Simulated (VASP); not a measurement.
K, 1 atom in the cell. The structure is tetragonal, space group I4/mmm (No. 139). The conventional cell has a = 5.367 Å, b = 5.367 Å, c = 5.236 Å, α = 90.00°, β = 90.00°, γ = 90.00°.  This cell differs from its parent crystal: strain +0.0250 x Voigt [1, 1, 0, 0, 0, 0].

```yaml
Program: VASP 6.6.1
Task: single point
Functional: PBE
Potentials_or_basis: VASP PAW PBE potentials, release 64 (K_sv)
Cutoff: 520 eV
k_mesh: 14 × 14 × 14
Occupations: gaussian, width 0.15 eV
Spin: no spin polarisation
Dipole_correction: no
Further_INCAR_settings: ALGO = Fast; EDIFF = 1e-07; NBANDS = 10
```

Potentials or basis: VASP PAW PBE potentials, release 64 (K_sv).

Command:

```console
$ cat potpaw_PBE.64/K_sv/POTCAR > POTCAR
$ mpirun -np 1 vasp_std > vasp.out
```

Hardware: 1 thread of Intel Xeon 8259CL, with other jobs on the host.

Question: How long does it take, and how much memory?

Answer: Run time: 4.9 min on 1 thread of Intel Xeon 8259CL, with other jobs on the host, peak memory 0.32 GiB. Counts: scf iterations 14, k points 244.
